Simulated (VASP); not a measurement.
# NbH2 (Fm-3m) in VASP: notebook, part 2 of 2

VASP 6.6.1. Earlier steps stand in the parts before.

**3. Single point, PBEsol**

This run uses another cell than the first one, of 8.13 Å³/atom, 1.027 times its volume.

Input file INCAR:

```
SYSTEM = NbH2
  PREC = Accurate
  ENCUT = 520
  EDIFF = 1E-6
  ISMEAR = 1
  SIGMA = 0.1
  LREAL = .FALSE.
  LASPH = .TRUE.
  NELM = 60
  ALGO = Normal
  ISIF = 2
  LWAVE = .FALSE.
  LCHARG = .TRUE.
  GGA = PS
  LELF = .TRUE.
  LVHAR = .TRUE.
  NBANDS = 14
```

Input file KPOINTS:

```
Automatic mesh
0
G
  11 11 11
  0 0 0
```

Input file POSCAR:

```
NbH2
1.0
    0.0000000000      2.3016023574      2.3016023574
    2.3016023574      0.0000000000      2.3016023574
    2.3016023574      2.3016023574      0.0000000000
Nb H
1 2
Direct
    0.0000000000      0.0000000000      0.0000000000
    0.2500000000      0.2500000000      0.2500000000
    0.7500000000      0.7500000000      0.7500000000
```

Potentials or basis: VASP PAW PBE potentials, release 64 (Nb_sv, H).

Run with:

```bash
cat potpaw_PBE.64/Nb_sv/POTCAR potpaw_PBE.64/H/POTCAR > POTCAR
mpirun -np 1 vasp_std > vasp.out
```

OUTCAR:

```text
SYSTEM = NbH2
   PREC = Accurate
   ENCUT = 520
   EDIFF = 1E-6
   ISMEAR = 1
   LREAL = .FALSE.
   LASPH = .TRUE.
   NELM = 60
   ISIF = 2
   GGA = PS

 ion  position               nearest neighbor table
   1  0.000  0.000  0.000-
   2  0.250  0.250  0.250-
   3  0.750  0.750  0.750-

  LATTYP: Found a face centered cubic cell.
 ALAT       =     4.6032047148

  Lattice vectors:

 A1 = (   0.0000000000,   2.3016023574,   2.3016023574)
 A2 = (   2.3016023574,   0.0000000000,   2.3016023574)
 A3 = (   2.3016023574,   2.3016023574,   0.0000000000)
[... 587 lines left out ...]
     11      14.8767      0.00000
     12      18.0904      0.00000
     13      20.0331      0.00000
     14      22.2755      0.00000

 [... further k-points ...]
[... 5 lines left out ...]
  --------------------------------------------------------------------------------------
  -------------------------------------------------------------------------------------
  Total       -1.5324903     -1.5324903     -1.5324903      0.0000000     -0.0000000     -0.0000000
  in kB     -100.6902561   -100.6902561   -100.6902561      0.0000000     -0.0000000     -0.0000000
  external PRESSURE =    -100.6902561 kB  Pullay stress =       0.0000000 kB

 VOLUME and BASIS-vectors are now :
 -----------------------------------------------------------------------------
  energy-cutoff  :      520.00
  volume of cell :       24.38
      direct lattice vectors                 reciprocal lattice vectors
     0.000000000  2.301602357  2.301602357    -0.217239958  0.217239958  0.217239958
     2.301602357  0.000000000  2.301602357     0.217239958 -0.217239958  0.217239958
     2.301602357  2.301602357  0.000000000     0.217239958  0.217239958 -0.217239958

 POSITION                                       TOTAL-FORCE (eV/Angst)
 -----------------------------------------------------------------------------------
      0.00000      0.00000      0.00000         0.000000      0.000000      0.000000
      1.15080      1.15080      1.15080         0.000000      0.000000     -0.000000
      3.45240      3.45240      3.45240        -0.000000     -0.000000      0.000000
 -----------------------------------------------------------------------------------
    total drift:                               -0.000000      0.000000      0.000000

  FREE ENERGIE OF THE ION-ELECTRON SYSTEM (eV)
  ---------------------------------------------------
  free  energy   TOTEN  =       -18.4597897576 eV

  energy  without entropy=      -18.4587788425  energy(sigma->0) =      -18.45945279
```

OSZICAR:

```text
N       E                     dE             d eps       ncg     rms          rms(c)
DAV:   1     0.113705958001E+03    0.11371E+03   -0.77326E+03  1584   0.104E+03
DAV:   2    -0.148467660741E+02   -0.12855E+03   -0.12149E+03  1892   0.365E+02
DAV:   3    -0.196281753302E+02   -0.47814E+01   -0.44913E+01  2340   0.598E+01
DAV:   4    -0.198761962367E+02   -0.24802E+00   -0.24704E+00  2044   0.125E+01
DAV:   5    -0.198830258762E+02   -0.68296E-02   -0.68283E-02  2318   0.185E+00    0.903E+00
DAV:   6    -0.186003066631E+02    0.12827E+01   -0.14638E+00  2430   0.139E+01    0.269E+00
DAV:   7    -0.184621200891E+02    0.13819E+00   -0.33873E-01  2588   0.550E+00    0.769E-01
DAV:   8    -0.184596432243E+02    0.24769E-02   -0.27209E-02  2120   0.199E+00    0.269E-01
DAV:   9    -0.184598707377E+02   -0.22751E-03   -0.28558E-03  2650   0.501E-01    0.765E-02
DAV:  10    -0.184597909581E+02    0.79780E-04   -0.17488E-04  1742   0.119E-01    0.115E-02
DAV:  11    -0.184597905605E+02    0.39761E-06   -0.13093E-05  2222   0.276E-02    0.490E-03
DAV:  12    -0.184597897576E+02    0.80289E-06   -0.57829E-07  1114   0.947E-03
   1 F= -.18459790E+02 E0= -.18459453E+02  d E =-.101092E-02
```

stdout:

```text
POSCAR found type information on POSCAR NbH
 POSCAR found :  2 types and       3 ions
 scaLAPACK will be used
 -----------------------------------------------------------------------------
|                                                                             |
|                                                                             |
|     You enforced a specific xc type in the INCAR file but a different       |
|     I HOPE YOU KNOW WHAT YOU ARE DOING!                                     |
|                                                                             |
 -----------------------------------------------------------------------------

 LDA part: xc-table for (Slater+PW92), standard interpolation
 POSCAR, INCAR and KPOINTS ok, starting setup
 FFT: planning ... GRIDC
 FFT: planning ... GRID_SOFT
 FFT: planning ... GRID
 WAVECAR not read
 entering main loop
```

Wall time 6.2 s (1 thread of Intel Xeon 6975P-C (Granite Rapids), shared host); peak memory 0.15 GiB.

What came out:

```yaml
Free_energy: -18.4598 eV
Pressure: -10.1 GPa
```

Caveat: the PAW data sets were made with another functional, which shifts forces and pressure a little.

**4. Single point, PBEsol**

This run uses another cell than the first one, of 8.34 Å³/atom, 1.053 times its volume.

Input file INCAR:

```
  PREC = Accurate
  ENCUT = 520
  EDIFF = 1E-7
  ISMEAR = 1
  SIGMA = 0.1
  LREAL = F
  LASPH = T
  NELM = 60
  ALGO = Normal
  ISIF = 2
  LWAVE = F
  LCHARG = F
  GGA = PS
  NBANDS = 14
```

Input file KPOINTS:

```
regular mesh
0
Gamma
  11 11 11
```

Input file POSCAR:

```
NbH2
1.0
    0.0000000000      2.3213595672      2.3213595672
    2.3213595672      0.0000000000      2.3213595672
    2.3213595672      2.3213595672      0.0000000000
Nb H
1 2
Direct
    0.0000000000      0.0000000000      0.0000000000
    0.2500000000      0.2500000000      0.2500000000
    0.7500000000      0.7500000000      0.7500000000
```

Run with:

```bash
cat potpaw_PBE.64/Nb_sv/POTCAR potpaw_PBE.64/H/POTCAR > POTCAR
mpirun -np 1 vasp_std > vasp.out
```

Run time: 6.3 s. Hardware: 1 thread of Intel Xeon 6975P-C (Granite Rapids), shared host; peak memory 0.15 GiB.

Results (log left out):

```
Free energy : -18.4136 eV
Pressure    : -13.7 GPa
```

Levels at points of the mesh, in eV from the Fermi level:
| k point | band 5 | band 6 | band 7 | band 8 | band 9 | band 10 | band 11 | band 12 |
| --- | --- | --- | --- | --- | --- | --- | --- | --- |
| (0.00, 0.00, 0.00) | -10.43 | -1.32 | -1.32 | -1.32 | -1.03 | 1.13 | 1.13 | 11.94 |

Caveat: the PAW data sets were made with another functional, which shifts forces and pressure a little.

**5. Single point, PBEsol**

This run uses another cell than the first one, of 8.55 Å³/atom, 1.080 times its volume.

Input file INCAR:

```
ALGO     = Normal         # electronic algorithm
EDIFF    = 1E-6           # SCF threshold, eV
ENCUT    = 520            # plane-wave cutoff, eV
GGA      = PS             # functional
ISIF     = 2              # what is computed and relaxed
ISMEAR   = 1              # smearing method
LASPH    = T              # aspherical terms in the spheres
LCHARG   = F              # write CHGCAR
LREAL    = F              # projectors in reciprocal space
LWAVE    = F              # write WAVECAR
NBANDS   = 14             # bands
NELM     = 80             # most SCF steps
PREC     = Accurate       # precision mode
SIGMA    = 0.1            # smearing width, eV
```

Input file KPOINTS:

```
k-points
0
Gamma
  11 11 11
```

Input file POSCAR:

```
NbH2
1.0
    0.0000000000      2.3407860734      2.3407860734
    2.3407860734      0.0000000000      2.3407860734
    2.3407860734      2.3407860734      0.0000000000
Nb H
1 2
Direct
    0.0000000000      0.0000000000      0.0000000000
    0.2500000000      0.2500000000      0.2500000000
    0.7500000000      0.7500000000      0.7500000000
```

Run with:

```bash
cat potpaw_PBE.64/Nb_sv/POTCAR potpaw_PBE.64/H/POTCAR > POTCAR
mpirun -np 1 vasp_std > vasp.out
```

Wall time 12 s (1 thread of Intel Xeon 6975P-C (Granite Rapids), shared host); peak memory 0.16 GiB.

It converged, with:

| Quantity | Value |
| --- | --- |
| Free energy | -18.3539 eV |
| Pressure | -16.9 GPa |

Levels at points of the mesh, in eV from the Fermi level:
| k point | band 4 | band 5 | band 6 | band 7 | band 8 | band 9 | band 10 | band 11 | band 12 | band 13 |
| --- | --- | --- | --- | --- | --- | --- | --- | --- | --- | --- |
| (0.00, 0.00, 0.00) | -31.30 | -10.29 | -1.28 | -1.28 | -1.28 | -1.00 | 1.09 | 1.09 | 11.80 | 12.94 |

Caveat: the PAW data sets were made with another functional, which shifts forces and pressure a little.

**6. The runs side by side**

```tsv
cell	gap on the mesh (eV)	pressure (GPa)
a = 3.227 Å, angles 60.0°, 3 atoms	none	-5.8
a = 3.255 Å, angles 60.0°, 3 atoms	none	-10.1
a = 3.283 Å, angles 60.0°, 3 atoms	none	-13.7
a = 3.310 Å, angles 60.0°, 3 atoms	none	-16.9
```

Alike in all rows: task single point; level PBEsol; potentials or basis VASP PAW PBE potentials, release 64 (Nb_sv, H); no spin polarisation; k mesh 11 × 11 × 11; cutoff (eV) 520; smearing methfessel-paxton 0.1 eV.

Caveats: the PAW data sets were made with another functional, which shifts forces and pressure a little.

Total energies depend on the potentials used, so only differences within one code and one set of settings carry meaning.
